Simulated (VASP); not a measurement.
# Al12NO in VASP: a series of runs

The runs below take Al12NO through single point, with PBE.

All numbers are computed with VASP 6.6.1; they aren't measurements. Logs are shortened: lines on timing, memory, paths and dates and some standing lists are left out, and cuts for length are marked.

**1. The cell of the first run**

The cell holds a slab with vacuum, 14 atoms: a = 5.725 Å, b = 5.725 Å, c = 22.674 Å, α = 90.00°, β = 90.00°, γ = 120.00°.

**2. Single point, PBE**

INCAR reads:

```
PREC = Accurate
ENCUT = 520
EDIFF = 1E-7
ISMEAR = -1
SIGMA = 0.05
LREAL = False
LASPH = True
NELM = 100
ALGO = Normal
ISIF = 2
LWAVE = False
LCHARG = False
LDIPOL = True
IDIPOL = 3
DIPOL = 0.5 0.5 0.485
GGA = PE
NBANDS = 36
```

KPOINTS reads:

```
regular mesh
0
Gamma
  6 6 1
```

POSCAR reads:

```
Al12NO
1.0
    5.7246799319      0.0000000000      0.0000000000
   -2.8623399660      4.9577182496      0.0000000000
    0.0000000000      0.0000000000     22.6741815913
Al N O
12 1 1
Direct
    0.3333333333      0.1666666667      0.3528242009
    0.3333333333      0.6666666667      0.3528242009
    0.8333333333      0.1666666667      0.3528242009
    0.8333333333      0.6666666667      0.3528242009
    0.6666666667      0.3333333333      0.4558969749
    0.6666666667      0.8333333333      0.4558969749
    0.1666666667      0.3333333333      0.4558969749
    0.1666666667      0.8333333333      0.4558969749
    0.0000000000      0.5000000000      0.5589697489
    0.0000000000      0.0000000000      0.5589697489
    0.5000000000      0.5000000000      0.5589697489
    0.5000000000      0.0000000000      0.5589697489
    0.1666666667      0.3333333333      0.6612887672
    0.0599948881      0.4603463644      0.6612887672
```

Potentials or basis: VASP PAW PBE potentials, release 64 (Al, N, O).

Launch:

```sh
$ cat potpaw_PBE.64/Al/POTCAR potpaw_PBE.64/N/POTCAR potpaw_PBE.64/O/POTCAR > POTCAR
$ mpirun -np 1 vasp_std > vasp.out
```

OUTCAR:

```text
PREC = Accurate
   ENCUT = 520
   EDIFF = 1E-7
   ISMEAR = -1
   LREAL = False
   LASPH = True
   NELM = 100
   ISIF = 2
   GGA = PE

 ion  position               nearest neighbor table
   1  0.333  0.167  0.353-   7 2.86   5 2.86   8 2.86   3 2.86   3 2.86   4 2.86   4 2.86   2 2.86
                             2 2.86
   2  0.333  0.667  0.353-   8 2.86   6 2.86   7 2.86   4 2.86   4 2.86   3 2.86   3 2.86   1 2.86
                             1 2.86
   3  0.833  0.167  0.353-   5 2.86   7 2.86   6 2.86   1 2.86   1 2.86   2 2.86   2 2.86   4 2.86
                             4 2.86
   4  0.833  0.667  0.353-   6 2.86   8 2.86   5 2.86   2 2.86   2 2.86   1 2.86   1 2.86   3 2.86
                             3 2.86
   5  0.667  0.333  0.456-   3 2.86   9 2.86  12 2.86   1 2.86  11 2.86   4 2.86   7 2.86   7 2.86
                             8 2.86   8 2.86   6 2.86   6 2.86
   6  0.667  0.833  0.456-   4 2.86  10 2.86  11 2.86   2 2.86  12 2.86   3 2.86   8 2.86   8 2.86
                             7 2.86   7 2.86   5 2.86   5 2.86
   7  0.167  0.333  0.456-   1 2.86  11 2.86  10 2.86   3 2.86   9 2.86   2 2.86   5 2.86   5 2.86
                             6 2.86   6 2.86   8 2.86   8 2.86
   8  0.167  0.833  0.456-   2 2.86  12 2.86   9 2.86   4 2.86  10 2.86   1 2.86   6 2.86   6 2.86
                             5 2.86   5 2.86   7 2.86   7 2.86
   9  0.000  0.500  0.559-  14 2.37   5 2.86   8 2.86   7 2.86  11 2.86  11 2.86  12 2.86  12 2.86
                            10 2.86  10 2.86
  10  0.000  0.000  0.559-   6 2.86   7 2.86   8 2.86  12 2.86  12 2.86  11 2.86  11 2.86   9 2.86
                             9 2.86
  11  0.500  0.500  0.559-   7 2.86   6 2.86   5 2.86   9 2.86   9 2.86  10 2.86  10 2.86  12 2.86
                            12 2.86
  12  0.500  0.000  0.559-   8 2.86   5 2.86   6 2.86  10 2.86  10 2.86   9 2.86   9 2.86  11 2.86
                            11 2.86
  13  0.167  0.333  0.661-  14 1.16
  14  0.060  0.460  0.661-  13 1.16   9 2.37

  LATTYP: Found a hexagonal cell.
 ALAT       =     5.7246799319
 C/A-ratio  =     3.9607771720

  Lattice vectors:

 A1 = (   5.7246799319,   0.0000000000,   0.0000000000)
 A2 = (  -2.8623399660,   4.9577182496,   0.0000000000)
 A3 = (   0.0000000000,   0.0000000000,  22.6741815913)

Analysis of symmetry for initial positions (statically):
=====================================================================
 Subroutine PRICEL returns:
 Original cell was already a primitive cell.

 Routine SETGRP: Setting up the symmetry group for a
 hexagonal supercell.

 Subroutine GETGRP returns: Found  1 space group operations
 (whereof  1 operations were pure point group operations)
 out of a pool of 24 trial point group operations.

The static configuration has the point symmetry C_1 .

Analysis of symmetry for dynamics (positions and initial velocities):
=====================================================================
 Subroutine PRICEL returns:
 Original cell was already a primitive cell.

 Routine SETGRP: Setting up the symmetry group for a
 hexagonal supercell.

 Subroutine GETGRP returns: Found  1 space group operations
 (whereof  1 operations were pure point group operations)
 out of a pool of 24 trial point group operations.

The dynamic configuration has the point symmetry C_1 .

 Subroutine INISYM returns: Found  1 space group operations
 (whereof  1 operations are pure point group operations),
 and found     1 'primitive' translations

----------------------------------------------------------------------------------------

                                     Primitive cell

  volume of cell :     643.5239

  direct lattice vectors                    reciprocal lattice vectors
     5.724679932  0.000000000  0.000000000     0.174682255  0.100852847  0.000000000
    -2.862339966  4.957718250  0.000000000     0.000000000  0.201705694  0.000000000
     0.000000000  0.000000000 22.674181591     0.000000000  0.000000000  0.044103025

  length of vectors
     5.724679932  5.724679932 22.674181591     0.201705694  0.201705694  0.044103025

  position of ions in fractional coordinates (direct lattice)
     0.333333333  0.166666667  0.352824201
     0.333333333  0.666666667  0.352824201
     0.833333333  0.166666667  0.352824201
     0.833333333  0.666666667  0.352824201
     0.666666667  0.333333333  0.455896975
     0.666666667  0.833333333  0.455896975
     0.166666667  0.333333333  0.455896975
     0.166666667  0.833333333  0.455896975
     0.000000000  0.500000000  0.558969749
     0.000000000  0.000000000  0.558969749
[... 51 lines left out ...]
  0.166667  0.000000  0.000000      2.000000
  0.000000  0.166667  0.000000      2.000000
 -0.166667  0.166667  0.000000      2.000000
  0.333333 -0.000000  0.000000      2.000000
  0.000000  0.333333  0.000000      2.000000
[... 12 lines left out ...]
  0.500000 -0.166667  0.000000      2.000000
  0.333333  0.333333  0.000000      2.000000
   k-points           NKPTS =     20   k-points in BZ     NKDIM =     20   number of bands    NBANDS=     36
   number of dos      NEDOS =    301   number of ions     NIONS =     14
   total plane-waves  NPLWV = 414720
   dimension x,y,z NGX =    48 NGY =   48 NGZ =  180
   dimension x,y,z NGXF=    96 NGYF=   96 NGZF=  360
   ions per type =              12   1   1
   NGX,Y,Z   is equivalent  to a cutoff of  13.94, 13.94, 13.20 a.u.
   NGXF,Y,Z  is equivalent  to a cutoff of  27.88, 27.88, 26.40 a.u.
 SYSTEM =  unknown system
   PREC   = accura    normal or accurate (medium, high low for compatibility)
   ISTART =      0    job   : 0-new  1-cont  2-samecut
   ICHARG =      2    charge: 1-file 2-atom 10-const
   ISPIN  =      1    spin polarized calculation?
   LNONCOLLINEAR =      F non collinear calculations
   LSORBIT =      F    spin-orbit coupling
   LASPH  =      T    aspherical Exc in radial PAW
   ENCUT  =  520.0 eV  38.22 Ry    6.18 a.u.  10.64 10.64 42.16*2*pi/ulx,y,z
   NELM   =    100;   NELMIN=  2; NELMDL= -5     # of ELM steps
   EDIFF  = 0.1E-06   stopping-criterion for ELM
   LREAL  =      F    real-space projection
   EDIFFG = 0.1E-05   stopping-criterion for IOM
   NSW    =      0    number of steps for IOM
   IBRION =     -1    ionic relax: 0-MD 1-quasi-New 2-CG
   NFREE  =      0    steps in history (QN), initial steepest desc. (CG)
   ISIF   =      2    stress and relaxation
   ISYM   =      2    0-nonsym 1-usesym 2-fastsym
   POTIM  = 0.5000    time-step for ionic-motion
   TEBEG  =    0.0;   TEEND  =   0.0 temperature during run
   PSTRESS=    0.0 pullay stress
   NELECT =      47.0000    total number of electrons
   NUPDOWN=      -1.0000    fix difference up-down
   EMIN   =  10.00;   EMAX   =-10.00  energy-range for DOS
   EFERMI =   0.00;   METHOD = LEGACY
   ISMEAR =    -1;   SIGMA  =   0.05  broadening in eV -4-tet -1-fermi 0-gaus
   EFERMI_NEDOS =   21; number of points for ismear=-14 and -15
   IALGO  =     38    algorithm
   IMIX   =      4    mixing-type and parameters
     AMIX     =   0.40;   BMIX     =  1.00
     AMIX_MAG =   1.60;   BMIX_MAG =  1.00
  volume/ion in A,a.u.               =      45.97       310.19
  Fermi-wavevector in a.u.,A,eV,Ry     =   0.684309  1.293157  6.371329  0.468279
  Thomas-Fermi vector in A             =   1.763925
   LORBIT       =      0    0 simple, 1 ext, 2 COOP (PROOUT), +10 PAW based schemes
   GGA     = PE    functional components
   LHFCALC =     F    Hartree Fock is set to
   AEXX    =    0.0000 exact exchange contribution
   IVDW    =     0    specifies the selected vdW correction
   LEPSILON=     F    determine dielectric tensor
   LRPA    =     F    only Hartree local field effects (RPA)
 non-spin polarized calculation
  energy-cutoff  :      520.00
  volume of cell :      643.52
 maximum number of plane-waves:     17413
 NGX is ok and might be reduce to    48
   NGX = 21   NGY = 21   NGZ = 85

 dipolmoment           0.000000      0.000000     -0.004366 electrons x Angstroem

 number of electron      47.0000000 magnetization

 dipolmoment           0.000000      0.000000      0.086054 electrons x Angstroem

 Free energy of the ion-electron system (eV)
  ---------------------------------------------------
  ext. energy  EPLUGINS =         0.00000000
  ---------------------------------------------------
  free energy    TOTEN  =       -54.64107274 eV

  energy without entropy =      -54.58260438  energy(sigma->0) =      -54.61183856

 E-fermi :  -0.1981     XC(G=0):  -4.2717

 val. band max:       -0.2110366817   @ k =  -0.3333   0.5000   0.0000
 cond. band min:      -0.1972810826   @ k =  -0.1667   0.1667   0.0000
 fundamental gap:      0.0137555991
 Fermi energy:        -0.1980844771

 k-point     1 :       0.0000    0.0000    0.0000
  band No.  band energies     occupation
      1     -27.1237      2.00000
      2     -12.5383      2.00000
      3     -10.6939      2.00000
      4      -9.3993      2.00000
      5      -8.5161      2.00000
      6      -8.4183      2.00000
[... 749 lines left out ...]
     34       2.7779      0.00000
     35       3.1650      0.00000
 [bands above 35 left out]

------------------------ aborting loop because EDIFF is reached ----------------------------------------

 vacuum level on the upper side and lower side of the slab       (xc-potential included)         0.243        -0.294

  FORCE on cell =-STRESS in cart. coord.  units (eV):
  Direction    XX          YY          ZZ          XY          YZ          ZX
  --------------------------------------------------------------------------------------
  -------------------------------------------------------------------------------------
  Total       -1.1651995     -3.1258968     -1.1921828     -2.0057836     -0.5877420      0.8802170
  in kB       -2.9009898     -7.7825253     -2.9681700     -4.9937866     -1.4632975      2.1914707
  external PRESSURE =      -4.5505617 kB  Pullay stress =       0.0000000 kB

 VOLUME and BASIS-vectors are now :
 -----------------------------------------------------------------------------
  energy-cutoff  :      520.00
  volume of cell :      643.52
      direct lattice vectors                 reciprocal lattice vectors
     5.724679932  0.000000000  0.000000000     0.174682255  0.100852847  0.000000000
    -2.862339966  4.957718250  0.000000000     0.000000000  0.201705694  0.000000000
     0.000000000  0.000000000 22.674181591     0.000000000  0.000000000  0.044103025

 POSITION                                       TOTAL-FORCE (eV/Angst)
 -----------------------------------------------------------------------------------
      1.43117      0.82629      8.00000         0.054462     -0.033938      0.077665
     -0.00000      3.30515      8.00000        -0.027225      0.017592      0.030867
      4.29351      0.82629      8.00000        -0.032813      0.016825      0.027391
      2.86234      3.30515      8.00000         0.002667      0.002957      0.045193
      2.86234      1.65257     10.33709         0.005499      0.022223     -0.011386
      1.43117      4.13143     10.33709        -0.038200      0.020914      0.002312
      0.00000      1.65257     10.33709        -0.058171      0.034792      0.002096
     -1.43117      4.13143     10.33709        -0.010508     -0.022568     -0.014968
     -1.43117      2.47886     12.67418        -0.211510      0.135330     -0.186471
      0.00000      0.00000     12.67418        -0.002457      0.114943      0.210910
      1.43117      2.47886     12.67418        -0.051027     -0.063111      0.173527
      2.86234      0.00000     12.67418         0.098442     -0.055634     -0.213167
      0.00000      1.65257     14.99418         3.535830     -2.241776     -0.365852
     -0.97422      2.28227     14.99418        -3.264990      2.051451      0.221882
 -----------------------------------------------------------------------------------
    total drift:                               -0.000312      0.000171      0.000006

  FREE ENERGIE OF THE ION-ELECTRON SYSTEM (eV)
  ---------------------------------------------------
  free  energy   TOTEN  =       -54.6410727424 eV

  energy  without entropy=      -54.5826043751  energy(sigma->0) =      -54.61183856

 vacuum level on the upper side and lower side of the slab         4.293         3.743
```

Run time: 25 min. Hardware: 1 thread of Intel Xeon 6975P-C, shared host; peak memory 1 GiB.

What came out:

| Quantity | Value |
| --- | --- |
| Free energy | -54.6411 eV |
| Largest force | 4.203 eV/Å |

Forces in eV/Å, atoms in the order of the input:
```
Al   0.054 -0.034  0.078
Al  -0.027  0.018  0.031
Al  -0.033  0.017  0.027
Al   0.003  0.003  0.045
Al   0.005  0.022 -0.011
Al  -0.038  0.021  0.002
Al  -0.058  0.035  0.002
Al  -0.011 -0.023 -0.015
Al  -0.212  0.135 -0.186
Al  -0.002  0.115  0.211
Al  -0.051 -0.063  0.174
Al   0.098 -0.056 -0.213
N    3.536 -2.242 -0.366
O   -3.265  2.051  0.222
```

Caveat: the standard files for N, O and F lose accuracy on very short bonds; an odd number of electrons without spin polarisation forces a metal; a magnetic or distorted state may lie lower.

**3. Single point, PBE**

INCAR reads:

```
SYSTEM = Al12NO
  PREC = Accurate
  ENCUT = 520
  EDIFF = 1E-6
  ISMEAR = -1
  SIGMA = 0.05
  LREAL = .False.
  LASPH = .True.
  NELM = 60
  ALGO = Normal
  ISIF = 2
  LWAVE = .False.
  LCHARG = .False.
  LDIPOL = .True.
  IDIPOL = 3
  DIPOL = 0.5 0.5 0.485
  GGA = PE
  NBANDS = 36
```

KPOINTS reads:

```
Automatic mesh
0
Gamma
  6 6 1
  0 0 0
```

POSCAR is that of step 2.

Potentials or basis: VASP PAW PBE potentials, release 64 (Al, N, O).

Launch:

```sh
$ cat potpaw_PBE.64/Al/POTCAR potpaw_PBE.64/N/POTCAR potpaw_PBE.64/O/POTCAR > POTCAR
$ mpirun -np 1 vasp_std > vasp.out
```

Wall time 24 min (1 thread of Intel Xeon 6975P-C, shared host); peak memory 1.1 GiB.

Results (log left out):

| Property | Result |
| --- | --- |
| Free energy | -54.6411 eV |
| Largest force | 4.203 eV/Å |

Forces in eV/Å, atoms in the order of the input:
```
Al   0.054 -0.034  0.078
Al  -0.027  0.018  0.031
Al  -0.033  0.017  0.027
Al   0.003  0.003  0.045
Al   0.005  0.022 -0.011
Al  -0.038  0.021  0.002
Al  -0.058  0.035  0.002
Al  -0.011 -0.023 -0.015
Al  -0.212  0.135 -0.186
Al  -0.002  0.115  0.211
Al  -0.051 -0.063  0.174
Al   0.098 -0.056 -0.213
N    3.536 -2.242 -0.366
O   -3.265  2.052  0.222
```

Levels at points of the mesh, in eV from the Fermi level:
| k point | band 19 | band 20 | band 21 | band 22 | band 23 | band 24 | band 25 | band 26 | band 27 | band 28 |
| --- | --- | --- | --- | --- | --- | --- | --- | --- | --- | --- |
| (0.00, 0.00, 0.00) | -2.70 | -2.69 | -2.65 | -0.79 | -0.63 | -0.43 | -0.28 | -0.27 | -0.09 | 0.54 |
| (0.50, 0.00, 0.00) | -1.25 | -0.42 | -0.41 | -0.26 | -0.17 | 0.10 | 0.13 | 0.98 | 1.05 | 1.46 |
| (0.00, 0.50, 0.00) | -1.26 | -0.42 | -0.41 | -0.26 | -0.17 | 0.09 | 0.14 | 0.98 | 1.05 | 1.48 |
| (0.50, 0.50, 0.00) | -1.30 | -0.44 | -0.42 | -0.23 | -0.18 | 0.18 | 0.19 | 1.03 | 1.08 | 1.40 |

Caveat: the standard files for N, O and F lose accuracy on very short bonds; an odd number of electrons without spin polarisation forces a metal; a magnetic or distorted state may lie lower.
